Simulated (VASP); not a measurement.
# Tl (P6_3/mmc) in VASP: settings compared

Tl is run at these levels: r2SCAN, PBEsol; tasks: single point.

All numbers are computed with VASP 6.6.1; they aren't measurements. Logs are shortened: lines on timing, memory, paths and dates and some standing lists are left out, and cuts for length are marked.

## 1. The cell of the first run

The structure is hexagonal, space group P6_3/mmc (No. 194). The conventional cell has a = 3.409 Å, b = 3.409 Å, c = 5.450 Å, α = 90.00°, β = 90.00°, γ = 120.00°. Tl (site symmetry -6m2) has 12 Tl at 3.36 to 3.41 Å within 4.4 Å.

## 2. Single point, r2SCAN

POSCAR reads:

```
Tl
1.0
    3.4092915716      0.0000000000      0.0000000000
   -1.7046457858      2.9525331099      0.0000000000
    0.0000000000      0.0000000000      5.4503286843
Tl
2
Direct
    0.6666666667      0.3333333333      0.7500000000
    0.3333333333      0.6666666667      0.2500000000
```

INCAR.step1 reads:

```
PREC     = Accurate       # precision mode
ENCUT    = 520            # plane-wave cutoff, eV
ISMEAR   = -1             # smearing method
SIGMA    = 0.05           # smearing width, eV
LREAL    = F              # projectors in reciprocal space
LASPH    = T              # aspherical terms in the spheres
NELM     = 60             # most SCF steps
NBANDS   = 20             # bands
GGA      = PE             # functional
ALGO     = Normal         # electronic algorithm
EDIFF    = 1E-4           # SCF threshold, eV
LWAVE    = T              # write WAVECAR
LCHARG   = F              # write CHGCAR
```

INCAR.step2 reads:

```
PREC     = Accurate       # precision mode
ENCUT    = 520            # plane-wave cutoff, eV
EDIFF    = 1E-6           # SCF threshold, eV
ISMEAR   = -1             # smearing method
SIGMA    = 0.05           # smearing width, eV
LREAL    = F              # projectors in reciprocal space
LASPH    = T              # aspherical terms in the spheres
NELM     = 60             # most SCF steps
ALGO     = Normal         # electronic algorithm
ISIF     = 2              # what is computed and relaxed
LWAVE    = F              # write WAVECAR
LCHARG   = T              # write CHGCAR
METAGGA  = R2SCAN         # meta-GGA
LMIXTAU  = T            
LELF     = T              # ELF
LVHAR    = T            
NBANDS   = 20             # bands
ISTART   = 1
```

KPOINTS reads:

```
Automatic mesh
0
Gamma
  9 9 5
```

Potentials or basis: VASP PAW PBE potentials, release 64 (Tl_d).

Command:

```bash
$ cat potpaw_PBE.64/Tl_d/POTCAR > POTCAR
$ cp INCAR.step1 INCAR
$ mpirun -np 1 vasp_std > vasp.out
$ cp INCAR.step2 INCAR
$ mpirun -np 1 vasp_std > vasp.out
```

OUTCAR:

```text
PREC = Accurate
   ENCUT = 520
   EDIFF = 1E-6
   ISMEAR = -1
   LREAL = F
   LASPH = T
   NELM = 60
   ISIF = 2
   METAGGA = R2SCAN
   ISTART = 1

 ion  position               nearest neighbor table
   1  0.667  0.333  0.750-   2 3.36   2 3.36   2 3.36   2 3.36   2 3.36   2 3.36
   2  0.333  0.667  0.250-   1 3.36   1 3.36   1 3.36   1 3.36   1 3.36   1 3.36

  LATTYP: Found a hexagonal cell.
 ALAT       =     3.4092915716
 C/A-ratio  =     1.5986689815

  Lattice vectors:

 A1 = (   3.4092915716,   0.0000000000,   0.0000000000)
 A2 = (  -1.7046457858,   2.9525331099,   0.0000000000)
 A3 = (   0.0000000000,   0.0000000000,   5.4503286843)

Analysis of symmetry for initial positions (statically):
=====================================================================
 Subroutine PRICEL returns:
 Original cell was already a primitive cell.

 Routine SETGRP: Setting up the symmetry group for a
 hexagonal supercell.

 Subroutine GETGRP returns: Found 24 space group operations
 (whereof 12 operations were pure point group operations)
 out of a pool of 24 trial point group operations.

The static configuration has the point symmetry D_3d.
 The point group associated with its full space group is D_6h.

Analysis of symmetry for dynamics (positions and initial velocities):
=====================================================================
 Subroutine PRICEL returns:
 Original cell was already a primitive cell.

 Routine SETGRP: Setting up the symmetry group for a
 hexagonal supercell.

 Subroutine GETGRP returns: Found 24 space group operations
 (whereof 12 operations were pure point group operations)
 out of a pool of 24 trial point group operations.

The dynamic configuration has the point symmetry D_3d.
 The point group associated with its full space group is D_6h.

 Subroutine INISYM returns: Found 24 space group operations
 (whereof 12 operations are pure point group operations),
 and found     1 'primitive' translations

----------------------------------------------------------------------------------------

                                     Primitive cell

  volume of cell :      54.8633

  direct lattice vectors                    reciprocal lattice vectors
     3.409291572  0.000000000  0.000000000     0.293316068  0.169346111  0.000000000
    -1.704645786  2.952533110  0.000000000     0.000000000  0.338692222  0.000000000
     0.000000000  0.000000000  5.450328684     0.000000000  0.000000000  0.183475173

  length of vectors
     3.409291572  3.409291572  5.450328684     0.338692222  0.338692222  0.183475173

  position of ions in fractional coordinates (direct lattice)
     0.666666667  0.333333333  0.750000000
     0.333333333  0.666666667  0.250000000

  ion indices of the primitive-cell ions
   primitive index   ion index
                 1           1
                 2           2

----------------------------------------------------------------------------------------

 KPOINTS: Automatic mesh

Automatic generation of k-mesh.
 Grid dimensions read from file:
 generate k-points for:    9    9    5

 Generating k-lattice:

  Cartesian coordinates                     Fractional coordinates (reciprocal lattice)
     0.032590674  0.018816235  0.000000000     0.111111111  0.000000000  0.000000000
     0.000000000  0.037632469  0.000000000     0.000000000  0.111111111  0.000000000
     0.000000000  0.000000000  0.036695035     0.000000000  0.000000000  0.200000000

  Length of vectors
     0.037632469  0.037632469  0.036695035

  Shift w.r.t. Gamma in fractional coordinates (k-lattice)
     0.000000000  0.000000000  0.000000000

 Subroutine IBZKPT returns following result:
 ===========================================

 Found     36 irreducible k-points:

 Following reciprocal coordinates:
            Coordinates               Weight
  0.000000  0.000000  0.000000      1.000000
  0.111111  0.000000  0.000000      6.000000
  0.222222  0.000000  0.000000      6.000000
  0.333333 -0.000000  0.000000      6.000000
  0.444444  0.000000  0.000000      6.000000
[... 49 lines left out ...]
     19      18.6818      0.00000
     20      18.6824      0.00000

 k-point     2 :       0.1111    0.0000    0.0000
  band No.  band energies     occupation
      1      -5.4426      2.00000
      2      -5.2616      2.00000
      3      -5.1467      2.00000
      4      -5.1351      2.00000
      5      -5.1218      2.00000
      6      -5.0944      2.00000
[... 12 lines left out ...]
     19      18.4197      0.00000
     20      19.6191      0.00000

 k-point     3 :       0.2222    0.0000    0.0000
  band No.  band energies     occupation
      1      -5.4543      2.00000
      2      -5.2532      2.00000
      3      -5.1981      2.00000
      4      -5.1495      2.00000
      5      -5.1481      2.00000
      6      -4.9988      2.00000
[... 12 lines left out ...]
     19      17.6354      0.00000
     20      19.0810      0.00000

 k-point     4 :       0.3333   -0.0000    0.0000
  band No.  band energies     occupation
      1      -5.5452      2.00000
      2      -5.3349      2.00000
      3      -5.3038      2.00000
      4      -5.2110      2.00000
      5      -5.0554      2.00000
      6      -4.9435      2.00000
[... 12 lines left out ...]
     19      16.5340      0.00000
     20      18.0732      0.00000

 k-point     5 :       0.4444    0.0000    0.0000
  band No.  band energies     occupation
      1      -5.6080      2.00000
      2      -5.4287      2.00000
      3      -5.3534      2.00000
      4      -5.2492      2.00000
      5      -4.9927      2.00000
      6      -4.9910      2.00000
[... 12 lines left out ...]
     19      15.9306      0.00000
     20      17.5580      0.00000
[... 353 lines left out ...]
      6      -4.8967      2.00000
[... 12 lines left out ...]
     19      17.3329      0.00000
     20      17.6338      0.00000

 k-point    22 :       0.2222    0.2222    0.2000
  band No.  band energies     occupation
      1      -5.4098      2.00000
      2      -5.3351      2.00000
      3      -5.2700      2.00000
      4      -5.2614      2.00000
      5      -5.0553      2.00000
      6      -4.9850      2.00000
[... 12 lines left out ...]
     19      16.8434      0.00000
     20      20.2094      0.00000

 k-point    23 :       0.3333    0.2222    0.2000
  band No.  band energies     occupation
      1      -5.4467      2.00000
      2      -5.3615      2.00000
      3      -5.2866      2.00000
      4      -5.1850      2.00000
      5      -5.1018      2.00000
      6      -4.9318      2.00000
[... 12 lines left out ...]
     19      16.0518      0.00000
     20      20.7191      0.00000

 k-point    24 :       0.3333    0.3333    0.2000
  band No.  band energies     occupation
      1      -5.4347      2.00000
      2      -5.3054      2.00000
      3      -5.3054      2.00000
      4      -5.0539      2.00000
      5      -5.0538      2.00000
      6      -5.0538      2.00000
[... 12 lines left out ...]
     19      15.1874      0.00000
     20      23.0355      0.00000

 [... further k-points ...]

------------------------ aborting loop because EDIFF is reached ----------------------------------------

  FORCE on cell =-STRESS in cart. coord.  units (eV):
  Direction    XX          YY          ZZ          XY          YZ          ZX
  --------------------------------------------------------------------------------------
  -------------------------------------------------------------------------------------
  Total        1.1967743      1.1967743      1.7344417      0.0000000      0.0000000      0.0000000
  in kB       34.9495202     34.9495202     50.6510764      0.0000000      0.0000000      0.0000000
  external PRESSURE =      40.1833723 kB  Pullay stress =       0.0000000 kB

 VOLUME and BASIS-vectors are now :
 -----------------------------------------------------------------------------
  energy-cutoff  :      520.00
  volume of cell :       54.86
      direct lattice vectors                 reciprocal lattice vectors
     3.409291572  0.000000000  0.000000000     0.293316068  0.169346111  0.000000000
    -1.704645786  2.952533110  0.000000000     0.000000000  0.338692222  0.000000000
     0.000000000  0.000000000  5.450328684     0.000000000  0.000000000  0.183475173

 POSITION                                       TOTAL-FORCE (eV/Angst)
 -----------------------------------------------------------------------------------
      1.70465      0.98418      4.08775         0.000000     -0.000000      0.000000
     -0.00000      1.96836      1.36258        -0.000000      0.000000      0.000000
 -----------------------------------------------------------------------------------
    total drift:                               -0.000000      0.000000      0.000000

  FREE ENERGIE OF THE ION-ELECTRON SYSTEM (eV)
  ---------------------------------------------------
  free  energy   TOTEN  =      -106.2727771491 eV

  energy  without entropy=     -106.2585010714  energy(sigma->0) =     -106.26563911
```

It took 58 s on 1 thread of Intel Xeon 6975P-C (Granite Rapids), shared host; peak memory 0.19 GiB.

Results:

| Quantity | Value |
| --- | --- |
| Free energy | -106.2728 eV |
| Pressure | 4.0 GPa |
| Band gap on the k mesh | zero (bands 13 and 14 overlap by 4.00 eV) |

Stress tensor (GPa, compression positive):
```
3.49 0.00 0.00
0.00 3.49 0.00
0.00 0.00 5.07
```

Caveat: the cell stands under pressure; the PAW data sets were made with another functional, which shifts forces and pressure a little; spin-orbit coupling is left out, which moves the levels of the heavy elements.

## 3. Single point, r2SCAN

This run uses another cell than the first one, of 28.00 Å³/atom.

POSCAR reads:

```
Tl
1.0
    3.4328046702      0.0000000000      0.0000000000
   -1.7164023351      2.9728960507      0.0000000000
    0.0000000000      0.0000000000      5.4879183458
Tl
2
Direct
    0.6666666667      0.3333333333      0.7500000000
    0.3333333333      0.6666666667      0.2500000000
```

INCAR.step1 reads:

```
SYSTEM = Tl
ALGO = Normal
EDIFF = 1E-4
ENCUT = 520
GGA = PE
ISMEAR = -1
LASPH = .True.
LCHARG = .False.
LREAL = .False.
LWAVE = .True.
NBANDS = 20
NELM = 100
PREC = Accurate
SIGMA = 0.05
```

INCAR.step2 reads:

```
SYSTEM = Tl
ALGO = Normal
EDIFF = 1E-6
ENCUT = 520
ISIF = 2
ISMEAR = -1
ISTART = 1
LASPH = .True.
LCHARG = .False.
LMIXTAU = .True.
LREAL = .False.
LWAVE = .False.
METAGGA = R2SCAN
NBANDS = 20
NELM = 100
PREC = Accurate
SIGMA = 0.05
```

KPOINTS reads:

```
k-points
0
Gamma
  9 9 5
  0 0 0
```

Potentials or basis: VASP PAW PBE potentials, release 64 (Tl_d).

Command:

```bash
$ cat potpaw_PBE.64/Tl_d/POTCAR > POTCAR
$ cp INCAR.step1 INCAR
$ mpirun -np 1 vasp_std > vasp.out
$ cp INCAR.step2 INCAR
$ mpirun -np 1 vasp_std > vasp.out
```

Wall time 62 s (1 thread of Intel Xeon 6975P-C (Granite Rapids), shared host); peak memory 0.2 GiB.

It converged, with:

- Free energy: -106.2984 eV
- Pressure: 3.0 GPa
- Band gap on the k mesh: zero (bands 13 and 14 overlap by 3.89 eV)

Stress tensor (GPa, compression positive):
```
2.54 0.00 0.00
0.00 2.54 0.00
0.00 0.00 3.93
```

Levels at points of the mesh, in eV from the Fermi level:
| k point | band 11 | band 12 | band 13 | band 14 | band 15 | band 16 |
| --- | --- | --- | --- | --- | --- | --- |
| (0.00, 0.00, 0.00) | -10.61 | -5.36 | -2.98 | 8.37 | 8.37 | 10.58 |

Caveat: the PAW data sets were made with another functional, which shifts forces and pressure a little; spin-orbit coupling is left out, which moves the levels of the heavy elements.

## 4. Single point, r2SCAN

This run uses another cell than the first one, of 29.15 Å³/atom.

POSCAR reads:

```
Tl
1.0
    3.4788880842      0.0000000000      0.0000000000
   -1.7394440421      3.0128054579      0.0000000000
    0.0000000000      0.0000000000      5.5615904703
Tl
2
Direct
    0.6666666667      0.3333333333      0.7500000000
    0.3333333333      0.6666666667      0.2500000000
```

INCAR.step1 reads:

```
  ALGO = Normal
  EDIFF = 1E-4
  ENCUT = 520
  GGA = PE
  ISMEAR = -1
  LASPH = True
  LCHARG = False
  LREAL = False
  LWAVE = True
  NBANDS = 20
  NELM = 80
  PREC = Accurate
  SIGMA = 0.05
```

INCAR.step2 reads:

```
  ALGO = Normal
  EDIFF = 1E-6
  ENCUT = 520
  ISIF = 2
  ISMEAR = -1
  ISTART = 1
  LASPH = True
  LCHARG = False
  LMIXTAU = True
  LREAL = False
  LWAVE = False
  METAGGA = R2SCAN
  NBANDS = 20
  NELM = 80
  PREC = Accurate
  SIGMA = 0.05
```

KPOINTS reads:

```
k-points
0
Gamma
  9 9 5
```

Command:

```bash
$ cat potpaw_PBE.64/Tl_d/POTCAR > POTCAR
$ cp INCAR.step1 INCAR
$ mpirun -np 1 vasp_std > vasp.out
$ cp INCAR.step2 INCAR
$ mpirun -np 1 vasp_std > vasp.out
```

It took 62 s on 1 thread of Intel Xeon 6975P-C (Granite Rapids), shared host; peak memory 0.2 GiB.

Results (log left out):

| Property | Result |
| --- | --- |
| Free energy | -106.3296 eV |
| Pressure | 1.3 GPa |
| Band gap on the k mesh | zero (bands 13 and 14 overlap by 3.68 eV) |

Stress tensor (GPa, compression positive):
```
0.94 0.00 0.00
0.00 0.94 0.00
0.00 0.00 2.00
```

Levels at points of the mesh, in eV from the Fermi level:
| k point | band 11 | band 12 | band 13 | band 14 | band 15 | band 16 |
| --- | --- | --- | --- | --- | --- | --- |
| (0.00, 0.00, 0.00) | -10.31 | -5.37 | -2.80 | 8.10 | 8.10 | 10.21 |

Caveat: the PAW data sets were made with another functional, which shifts forces and pressure a little; spin-orbit coupling is left out, which moves the levels of the heavy elements.

## 5. Single point, r2SCAN

This run uses another cell than the first one, of 29.72 Å³/atom.

POSCAR reads:

```
Tl
1.0
    3.5014788996      0.0000000000      0.0000000000
   -1.7507394498      3.0323696779      0.0000000000
    0.0000000000      0.0000000000      5.5977057061
Tl
2
Direct
    0.6666666667      0.3333333333      0.7500000000
    0.3333333333      0.6666666667      0.2500000000
```

INCAR.step1 reads:

```
SYSTEM = Tl
  ALGO = Normal
  EDIFF = 1E-4
  ENCUT = 520
  GGA = PE
  ISMEAR = -1
  LASPH = .True.
  LCHARG = .False.
  LREAL = .False.
  LWAVE = .True.
  NBANDS = 20
  NELM = 60
  PREC = Accurate
  SIGMA = 0.05
```

INCAR.step2 reads:

```
SYSTEM = Tl
  ALGO = Normal
  EDIFF = 1E-6
  ENCUT = 520
  ISIF = 2
  ISMEAR = -1
  ISTART = 1
  LASPH = .True.
  LCHARG = .False.
  LMIXTAU = .True.
  LREAL = .False.
  LWAVE = .False.
  METAGGA = R2SCAN
  NBANDS = 20
  NELM = 60
  PREC = Accurate
  SIGMA = 0.05
```

KPOINTS reads:

```
k-points
0
Gamma
  9 9 5
  0 0 0
```

Command:

```bash
$ cat potpaw_PBE.64/Tl_d/POTCAR > POTCAR
$ cp INCAR.step1 INCAR
$ mpirun -np 1 vasp_std > vasp.out
$ cp INCAR.step2 INCAR
$ mpirun -np 1 vasp_std > vasp.out
```

Wall time 63 s (1 thread of Intel Xeon 6975P-C (Granite Rapids), shared host); peak memory 0.2 GiB.

Results (log left out):

```
Free energy            : -106.3368 eV
Pressure               : 0.6 GPa
Band gap on the k mesh : zero (bands 13 and 14 overlap by 3.58 eV)
```

Stress tensor (GPa, compression positive):
```
0.27 0.00 0.00
0.00 0.27 0.00
0.00 0.00 1.19
```

Levels at points of the mesh, in eV from the Fermi level:
```
           k point  band 9  band 10  band 11  band 12  band 13  band 14  band 15  band 16  band 17  band 18
(0.00, 0.00, 0.00)  -11.64   -11.64   -10.18    -5.38    -2.72     7.97     7.97    10.04    10.04    10.86
```

Caveat: the PAW data sets were made with another functional, which shifts forces and pressure a little; spin-orbit coupling is left out, which moves the levels of the heavy elements.

## 6. Single point, PBEsol

This run uses another cell than the first one, of 28.57 Å³/atom.

INCAR reads:

```
SYSTEM = Tl
PREC = Accurate ; ENCUT = 520
EDIFF = 1E-7 ; ISMEAR = -1
SIGMA = 0.05 ; LREAL = .FALSE.
LASPH = .TRUE. ; NELM = 80
ALGO = Fast ; ISIF = 2
LWAVE = .FALSE. ; LCHARG = .FALSE.
GGA = PS ; NBANDS = 20
```

KPOINTS reads:

```
regular mesh
0
G
  7 7 4
  0 0 0
```

POSCAR reads:

```
Tl
1.0
    3.4560000000      0.0000000000      0.0000000000
   -1.7280000000      2.9929837955      0.0000000000
    0.0000000000      0.0000000000      5.5250000000
Tl
2
Direct
    0.6666666667      0.3333333333      0.7500000000
    0.3333333333      0.6666666667      0.2500000000
```

Potentials or basis: VASP PAW PBE potentials, release 64 (Tl_d).

Command:

```bash
$ cat potpaw_PBE.64/Tl_d/POTCAR > POTCAR
$ mpirun -np 1 vasp_std > vasp.out
```

Wall time 52 s (1 thread of Intel Xeon 8259CL, shared host); peak memory 0.18 GiB.

Results (log left out):

```
Free energy            : -5.1975 eV
Pressure               : 0.0 GPa
Band gap on the k mesh : zero (bands 13 and 14 overlap by 5.43 eV)
```

Stress tensor (GPa, compression positive):
```
-0.38  0.00  0.00
 0.00 -0.38  0.00
 0.00  0.00  0.86
```

Levels at points of the mesh, in eV from the Fermi level:
| k point | band 11 | band 12 | band 13 | band 14 | band 15 | band 16 |
| --- | --- | --- | --- | --- | --- | --- |
| (0.00, 0.00, 0.00) | -10.08 | -5.13 | -2.90 | 7.96 | 7.96 | 10.05 |
| (0.00, 0.00, 0.50) | -8.65 | -8.65 | 3.32 | 3.32 | 8.94 | 8.94 |

Caveat: the PAW data sets were made with another functional, which shifts forces and pressure a little; spin-orbit coupling is left out, which moves the levels of the heavy elements.

## 7. Overview

| level | cell | k mesh | gap on the mesh (eV) | pressure (GPa) |
| --- | --- | --- | --- | --- |
| r2SCAN | a = 3.409, b = 3.409, c = 5.450 Å, angles 90.0, 90.0, 120.0°, 2 atoms | 9 × 9 × 5 | none | 4.0 |
| r2SCAN | a = 3.433, b = 3.433, c = 5.488 Å, angles 90.0, 90.0, 120.0°, 2 atoms | 9 × 9 × 5 | none | 3.0 |
| r2SCAN | a = 3.479, b = 3.479, c = 5.562 Å, angles 90.0, 90.0, 120.0°, 2 atoms | 9 × 9 × 5 | none | 1.3 |
| r2SCAN | a = 3.501, b = 3.501, c = 5.598 Å, angles 90.0, 90.0, 120.0°, 2 atoms | 9 × 9 × 5 | none | 0.6 |
| PBEsol | a = 3.456, b = 3.456, c = 5.525 Å, angles 90.0, 90.0, 120.0°, 2 atoms | 7 × 7 × 4 | none | 0.0 |

Alike in all rows: task single point; potentials or basis VASP PAW PBE potentials, release 64 (Tl_d); no spin polarisation; cutoff (eV) 520; smearing fermi-dirac 0.05 eV.

Caveats: the PAW data sets were made with another functional, which shifts forces and pressure a little; spin-orbit coupling is left out, which moves the levels of the heavy elements; the cell stands under pressure (at least some runs).

Total energies depend on the potentials used, so only differences within one code and one set of settings carry meaning.
